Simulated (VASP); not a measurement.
# TaN (R-3m) in VASP: further runs

Runs on TaN. Level: PBEsol. Tasks: single point.

Everything below comes from runs of VASP 6.6.1. Logs are shortened: lines on timing, memory, paths and dates and some standing lists are left out, and cuts for length are marked.

## 1. The cell of the first run

Symmetry: R-3m, No. 166, trigonal system. Conventional cell: a = 3.048 Å, b = 3.048 Å, c = 8.429 Å, α = 90.00°, β = 90.00°, γ = 120.00°. Ta (site symmetry -3m) has 6 N at 2.25 Å and 6 Ta at 3.05 Å within 3.1 Å. Within 3.1 Å of N (site symmetry -3m) lie 6 Ta at 2.25 Å and 6 N at 3.05 Å.

## 2. Single point, PBEsol (11.30 Å³/atom)

INCAR reads:

```
SYSTEM = TaN
PREC = Accurate
ENCUT = 520
EDIFF = 1E-6
ISMEAR = 0
SIGMA = 0.15
LREAL = .False.
LASPH = .True.
NELM = 60
ALGO = Normal
ISIF = 2
LWAVE = .False.
LCHARG = .False.
GGA = PS
NBANDS = 15
```

KPOINTS reads:

```
Automatic mesh
0
Gamma
  20 20 20
  0 0 0
```

POSCAR reads:

```
TaN
1.0
    0.1853579369      2.3406827842      2.3406827842
    2.3406827842      0.1853579369      2.3406827842
    2.3406827842      2.3406827842      0.1853579369
Ta N
1 1
Direct
    0.5000000000      0.5000000000      0.5000000000
    0.0000000000      0.0000000000      0.0000000000
```

Potentials or basis: VASP PAW PBE potentials, release 64 (Ta_pv, N).

Command:

```sh
> cat potpaw_PBE.64/Ta_pv/POTCAR potpaw_PBE.64/N/POTCAR > POTCAR
> mpirun -np 1 vasp_std > vasp.out
```

OUTCAR:

```text
SYSTEM = TaN
   PREC = Accurate
   ENCUT = 520
   EDIFF = 1E-6
   ISMEAR = 0
   LREAL = .False.
   LASPH = .True.
   NELM = 60
   ISIF = 2
   GGA = PS

 ion  position               nearest neighbor table
   1  0.500  0.500  0.500-   2 2.25   2 2.25   2 2.25   2 2.25   2 2.25   2 2.25
   2  0.000  0.000  0.000-   1 2.25   1 2.25   1 2.25   1 2.25   1 2.25   1 2.25

  LATTYP: Found a trigonal (rhomboedric) cell.
 ALAT       =     3.3154108882
 COS(alpha) =     0.5773793122

  Lattice vectors:

 A1 = (   0.1853579369,   2.3406827842,   2.3406827842)
 A2 = (   2.3406827842,   0.1853579369,   2.3406827842)
 A3 = (   2.3406827842,   2.3406827842,   0.1853579369)

Analysis of symmetry for initial positions (statically):
=====================================================================
 Subroutine PRICEL returns:
 Original cell was already a primitive cell.

 Routine SETGRP: Setting up the symmetry group for a
 trigonal (rhombohedral) supercell.

 Subroutine GETGRP returns: Found 12 space group operations
 (whereof 12 operations were pure point group operations)
 out of a pool of 12 trial point group operations.

The static configuration has the point symmetry D_3d.

Analysis of symmetry for dynamics (positions and initial velocities):
=====================================================================
 Subroutine PRICEL returns:
 Original cell was already a primitive cell.

 Routine SETGRP: Setting up the symmetry group for a
 trigonal (rhombohedral) supercell.

 Subroutine GETGRP returns: Found 12 space group operations
 (whereof 12 operations were pure point group operations)
 out of a pool of 12 trial point group operations.

The dynamic configuration has the point symmetry D_3d.

 Subroutine INISYM returns: Found 12 space group operations
 (whereof 12 operations are pure point group operations),
 and found     1 'primitive' translations

----------------------------------------------------------------------------------------

                                     Primitive cell

  volume of cell :      22.6080

  direct lattice vectors                    reciprocal lattice vectors
     0.185357937  2.340682784  2.340682784    -0.240819105  0.223148079  0.223148079
     2.340682784  0.185357937  2.340682784     0.223148079 -0.240819105  0.223148079
     2.340682784  2.340682784  0.185357937     0.223148079  0.223148079 -0.240819105

  length of vectors
     3.315410888  3.315410888  3.315410888     0.396968477  0.396968477  0.396968477

  position of ions in fractional coordinates (direct lattice)
     0.500000000  0.500000000  0.500000000
     0.000000000  0.000000000  0.000000000

  ion indices of the primitive-cell ions
   primitive index   ion index
                 1           1
                 2           2

----------------------------------------------------------------------------------------

 KPOINTS: Automatic mesh

Automatic generation of k-mesh.
 Grid dimensions read from file:
 generate k-points for:   20   20   20

 Generating k-lattice:

  Cartesian coordinates                     Fractional coordinates (reciprocal lattice)
    -0.012040955  0.011157404  0.011157404     0.050000000  0.000000000  0.000000000
     0.011157404 -0.012040955  0.011157404     0.000000000  0.050000000  0.000000000
     0.011157404  0.011157404 -0.012040955     0.000000000  0.000000000  0.050000000

  Length of vectors
     0.019848424  0.019848424  0.019848424

  Shift w.r.t. Gamma in fractional coordinates (k-lattice)
     0.000000000  0.000000000  0.000000000

 Subroutine IBZKPT returns following result:
 ===========================================

 Found    781 irreducible k-points:

 Following reciprocal coordinates:
            Coordinates               Weight
  0.000000  0.000000  0.000000      1.000000
  0.050000  0.000000  0.000000      6.000000
  0.100000 -0.000000 -0.000000      6.000000
  0.150000  0.000000  0.000000      6.000000
  0.200000 -0.000000 -0.000000      6.000000
  0.250000  0.000000  0.000000      6.000000
[... 16 lines left out ...]
 -0.400000  0.050000 -0.000000     12.000000
 -0.350000  0.050000  0.000000     12.000000
 [... further k-points ...]
   k-points           NKPTS =    781   k-points in BZ     NKDIM =    781   number of bands    NBANDS=     15
   number of dos      NEDOS =    301   number of ions     NIONS =      2
   total plane-waves  NPLWV =  21952
   dimension x,y,z NGX =    28 NGY =   28 NGZ =   28
   dimension x,y,z NGXF=    56 NGYF=   56 NGZF=   56
   ions per type =               1   1
   NGX,Y,Z   is equivalent  to a cutoff of  14.04, 14.04, 14.04 a.u.
   NGXF,Y,Z  is equivalent  to a cutoff of  28.08, 28.08, 28.08 a.u.
 SYSTEM =  TaN
   PREC   = accura    normal or accurate (medium, high low for compatibility)
   ISTART =      0    job   : 0-new  1-cont  2-samecut
   ICHARG =      2    charge: 1-file 2-atom 10-const
   ISPIN  =      1    spin polarized calculation?
   LNONCOLLINEAR =      F non collinear calculations
   LSORBIT =      F    spin-orbit coupling
   LASPH  =      T    aspherical Exc in radial PAW
   ENCUT  =  520.0 eV  38.22 Ry    6.18 a.u.   6.16  6.16  6.16*2*pi/ulx,y,z
   NELM   =     60;   NELMIN=  2; NELMDL= -5     # of ELM steps
   EDIFF  = 0.1E-05   stopping-criterion for ELM
   LREAL  =      F    real-space projection
   EDIFFG = 0.1E-04   stopping-criterion for IOM
   NSW    =      0    number of steps for IOM
   IBRION =     -1    ionic relax: 0-MD 1-quasi-New 2-CG
   NFREE  =      0    steps in history (QN), initial steepest desc. (CG)
   ISIF   =      2    stress and relaxation
   ISYM   =      2    0-nonsym 1-usesym 2-fastsym
   POTIM  = 0.5000    time-step for ionic-motion
   TEBEG  =    0.0;   TEEND  =   0.0 temperature during run
   PSTRESS=    0.0 pullay stress
   NELECT =      16.0000    total number of electrons
   NUPDOWN=      -1.0000    fix difference up-down
   EMIN   =  10.00;   EMAX   =-10.00  energy-range for DOS
   EFERMI =   0.00;   METHOD = LEGACY
   ISMEAR =     0;   SIGMA  =   0.15  broadening in eV -4-tet -1-fermi 0-gaus
   EFERMI_NEDOS =   21; number of points for ismear=-14 and -15
   IALGO  =     38    algorithm
   IMIX   =      4    mixing-type and parameters
     AMIX     =   0.40;   BMIX     =  1.00
     AMIX_MAG =   1.60;   BMIX_MAG =  1.00
  volume/ion in A,a.u.               =      11.30        76.28
  Fermi-wavevector in a.u.,A,eV,Ry     =   1.458906  2.756933 28.958749  2.128408
  Thomas-Fermi vector in A             =   2.575536
   LORBIT       =      0    0 simple, 1 ext, 2 COOP (PROOUT), +10 PAW based schemes
   GGA     = PS    functional components
   LHFCALC =     F    Hartree Fock is set to
   AEXX    =    0.0000 exact exchange contribution
   IVDW    =     0    specifies the selected vdW correction
   LEPSILON=     F    determine dielectric tensor
   LRPA    =     F    only Hartree local field effects (RPA)
 non-spin polarized calculation
 Gauss-broadening in eV      SIGMA  =   0.15
  energy-cutoff  :      520.00
  volume of cell :       22.61
 maximum number of plane-waves:       625
 NGX is ok and might be reduce to    28
   NGX = 13   NGY = 13   NGZ = 13

 number of electron      16.0000001 magnetization

 Free energy of the ion-electron system (eV)
  ---------------------------------------------------
  ext. energy  EPLUGINS =         0.00000000
  ---------------------------------------------------
  free energy    TOTEN  =       -23.02997939 eV

  energy without entropy =      -23.01946031  energy(sigma->0) =      -23.02471985

 E-fermi :   8.4889     XC(G=0): -13.2553

 val. band max:        8.4806175541   @ k =  -0.3500   0.5000   0.3500
 cond. band min:       8.4917185806   @ k =  -0.4000   0.4000   0.3500
 fundamental gap:      0.0111010264
 Fermi energy:         8.4888919221

 k-point     1 :       0.0000    0.0000    0.0000
  band No.  band energies     occupation
      1     -27.3230      2.00000
      2     -27.0636      2.00000
      3     -27.0636      2.00000
      4      -9.5732      2.00000
      5       4.6462      2.00000
      6       5.3923      2.00000
      7       5.4313      2.00000
      8       5.4313      2.00000
      9       7.1458      2.00000
     10       7.1458      2.00000
     11       8.9364      0.00002
     12       8.9364      0.00002
     13      10.0942      0.00000
     14      18.1899      0.00000
     15      20.8682      0.00000

 k-point     2 :       0.0500    0.0000    0.0000
  band No.  band energies     occupation
      1     -27.3240      2.00000
      2     -27.0839      2.00000
      3     -27.0669      2.00000
      4      -9.5165      2.00000
      5       4.4014      2.00000
      6       5.0877      2.00000
      7       5.2382      2.00000
      8       5.5583      2.00000
      9       7.2230      2.00000
     10       7.2274      2.00000
     11       9.1671      0.00000
     12       9.1828      0.00000
     13      10.3084      0.00000
     14      18.3968      0.00000
     15      20.8681      0.00000

 k-point     3 :       0.1000   -0.0000   -0.0000
  band No.  band energies     occupation
      1     -27.3279      2.00000
      2     -27.1414      2.00000
      3     -27.0765      2.00000
      4      -9.3502      2.00000
      5       3.8773      2.00000
      6       4.3642      2.00000
      7       4.7814      2.00000
      8       5.8436      2.00000
      9       7.3587      2.00000
     10       7.4484      2.00000
     11       9.7628      0.00000
     12       9.8007      0.00000
     13      10.8692      0.00000
     14      18.9794      0.00000
     15      20.8677      0.00000
[... 343 lines left out ...]
 k-point    23 :      -0.4000    0.0500   -0.0000
  band No.  band energies     occupation
      1     -27.8185      2.00000
      2     -27.3269      2.00000
      3     -27.2015      2.00000
      4      -7.0182      2.00000
      5      -0.7146      2.00000
      6       1.0430      2.00000
      7       2.1847      2.00000
      8       8.3630      1.76458
      9      10.2319      0.00000
     10      11.4322      0.00000
     11      13.2290      0.00000
     12      14.7224      0.00000
     13      15.5497      0.00000
     14      19.8488      0.00000
     15      20.2593      0.00000

 k-point    24 :      -0.3500    0.0500    0.0000
  band No.  band energies     occupation
      1     -27.7493      2.00000
      2     -27.3233      2.00000
      3     -27.1891      2.00000
      4      -7.3449      2.00000
      5      -0.2150      2.00000
      6       1.2571      2.00000
      7       2.4105      2.00000
      8       8.0427      1.99997
      9       9.3844      0.00000
     10      10.9021      0.00000
     11      13.3498      0.00000
     12      14.2207      0.00000
     13      14.9937      0.00000
     14      20.0960      0.00000
     15      20.9002      0.00000

 [... further k-points ...]

------------------------ aborting loop because EDIFF is reached ----------------------------------------

  FORCE on cell =-STRESS in cart. coord.  units (eV):
  Direction    XX          YY          ZZ          XY          YZ          ZX
  --------------------------------------------------------------------------------------
  -------------------------------------------------------------------------------------
  Total       -3.0364163     -3.0364163     -3.0364163     -0.5545438     -0.5545438     -0.5545438
  in kB     -215.1838889   -215.1838889   -215.1838889    -39.2992524    -39.2992524    -39.2992524
  external PRESSURE =    -215.1838889 kB  Pullay stress =       0.0000000 kB

 VOLUME and BASIS-vectors are now :
 -----------------------------------------------------------------------------
  energy-cutoff  :      520.00
  volume of cell :       22.61
      direct lattice vectors                 reciprocal lattice vectors
     0.185357937  2.340682784  2.340682784    -0.240819105  0.223148079  0.223148079
     2.340682784  0.185357937  2.340682784     0.223148079 -0.240819105  0.223148079
     2.340682784  2.340682784  0.185357937     0.223148079  0.223148079 -0.240819105

 POSITION                                       TOTAL-FORCE (eV/Angst)
 -----------------------------------------------------------------------------------
      2.43336      2.43336      2.43336         0.000000      0.000000     -0.000000
      0.00000      0.00000      0.00000        -0.000000     -0.000000      0.000000
 -----------------------------------------------------------------------------------
    total drift:                                0.000000      0.000000      0.000000

  FREE ENERGIE OF THE ION-ELECTRON SYSTEM (eV)
  ---------------------------------------------------
  free  energy   TOTEN  =       -23.0299793866 eV

  energy  without entropy=      -23.0194603136  energy(sigma->0) =      -23.02471985
```

It took 2.8 min on 1 thread of Intel Xeon 6975P-C (Granite Rapids), shared host; peak memory 0.39 GiB.

Results:

```yaml
Free_energy: -23.0300 eV
Pressure: -21.5 GPa
Band_gap_on_the_k_mesh: zero (bands 8 and 9 overlap by 2.60 eV)
```

Stress tensor (GPa, compression positive):
```
-21.52  -3.93  -3.93
 -3.93 -21.52  -3.93
 -3.93  -3.93 -21.52
```

Caveat: the cell stands under tension; the PAW data sets were made with another functional, which shifts forces and pressure a little; spin-orbit coupling is left out, which moves the levels of the heavy elements.

## 3. Single point, PBEsol (11.30 Å³/atom)

INCAR reads:

```
  PREC = Accurate
  ENCUT = 520
  EDIFF = 1E-6
  ISMEAR = 0
  SIGMA = 0.15
  LREAL = False
  LASPH = True
  NELM = 80
  ALGO = Normal
  ISIF = 2
  LWAVE = False
  LCHARG = False
  GGA = PS
  NBANDS = 15
```

KPOINTS reads:

```
regular mesh
0
Gamma
  20 20 20
```

POSCAR reads:

```
TaN
1.0
   -0.1780752131      2.1588698407      2.1588698407
    2.1588698407     -0.1780752131      2.1588698407
    2.1588698407      2.1588698407     -0.1780752131
Ta N
1 1
Direct
    0.5000000000      0.5000000000      0.5000000000
    0.0000000000      0.0000000000      0.0000000000
```

Potentials or basis: VASP PAW PBE potentials, release 64 (Ta_pv, N).

Command:

```sh
> cat potpaw_PBE.64/Ta_pv/POTCAR potpaw_PBE.64/N/POTCAR > POTCAR
> mpirun -np 1 vasp_std > vasp.out
```

Wall time 78 s (1 thread of Intel Xeon 6975P-C (Granite Rapids), shared host); peak memory 0.36 GiB.

The run converged. Its results:

- Free energy: -23.0041 eV
- Pressure: -21.7 GPa
- Band gap on the k mesh: zero (bands 8 and 9 overlap by 4.86 eV)

Stress tensor (GPa, compression positive):
```
-21.66   6.09   6.09
  6.09 -21.66   6.09
  6.09   6.09 -21.66
```

Levels at points of the mesh, in eV from the Fermi level:
```tsv
k point	band 4	band 5	band 6	band 7	band 8	band 9	band 10	band 11	band 12	band 13
(0.00, 0.00, 0.00)	-18.13	-3.59	-3.59	-3.00	-2.53	-2.53	-1.01	0.34	0.34	1.74
(0.50, 0.00, 0.00)	-15.48	-9.79	-7.20	-6.09	0.71	0.84	3.44	4.01	6.52	6.99
(0.50, 0.50, 0.00)	-16.82	-6.35	-4.96	-4.63	-3.88	1.78	2.72	3.67	3.96	6.74
(0.50, 0.50, 0.50)	-15.14	-9.57	-7.61	-7.61	2.33	2.59	2.59	3.44	7.49	7.49
```

Caveat: the cell stands under tension; the PAW data sets were made with another functional, which shifts forces and pressure a little; spin-orbit coupling is left out, which moves the levels of the heavy elements.
